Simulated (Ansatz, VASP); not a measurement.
**Rb in VASP and in Ansatz**

File INCAR:

```
SYSTEM = Rb
PREC = Accurate
ENCUT = 500
EDIFF = 1E-6
ISMEAR = -1
SIGMA = 0.01
LREAL = .FALSE.
LASPH = .TRUE.
NELM = 120
ALGO = Normal
ISIF = 2
LWAVE = .FALSE.
LCHARG = .TRUE.
GGA = LIBXC
LIBXC1 = GGA_X_RPBE
LIBXC2 = GGA_C_LYP
LELF = .TRUE.
LVHAR = .TRUE.
NBANDS = 10
GGA_COMPAT = .FALSE.
```

Contents of KPOINTS:

```
regular mesh
0
G
  7 7 7
  0 0 0
```

File POSCAR:

```
Rb
1.0
   -2.8025000000      2.8025000000      2.8025000000
    2.8025000000     -2.8025000000      2.8025000000
    2.8025000000      2.8025000000     -2.8025000000
Rb
1
Direct
    0.0000000000      0.0000000000      0.0000000000
```

File input.yaml:

```yaml
crystal:
  lattice:
    - [-2.8025, 2.8025, 2.8025]
    - [2.8025, -2.8025, 2.8025]
    - [2.8025, 2.8025, -2.8025]
  atoms:
    - { symbol: Rb, position: [0.0, 0.0, 0.0] }
kpoints:
  mp_grid: { grid: [7, 7, 7] }
scf:
  occupations: { method: fermi_dirac, width: 0.01 }
hamiltonian:
  xc: { exchange: rpbe, correlation: lyp }
  pseudopotentials: { kind: all_electron, lapw: { basis_error: 0.0005 } }
output:
  forces: true
  stress: true
  eigenvalues: true
```

Alike in both runs: task single point; functional rpbe exchange, lyp correlation; k mesh 7 × 7 × 7; occupations fermi-dirac, width 0.01 eV; no spin polarisation.

|  | VASP | Ansatz |
| --- | --- | --- |
| version | VASP 6.6.1 | Ansatz 0.2.0 |
| potentials or method | VASP PAW PBE potentials, release 64 (Rb_sv), cutoff 500 eV | all-electron LAPW, scalar-relativistic |

```tsv
	VASP	Ansatz	Ansatz less VASP
gap on the k mesh at the Fermi level (eV)	none	none	-
pressure (GPa)	0.4	0.4	0.00
```

VASP's potentials were made for PBE, not for rpbe exchange, lyp correlation. A gap of «none» marks a metal or a gap that the smearing closes. Ansatz ran all-electron here, and VASP with PAW potentials.
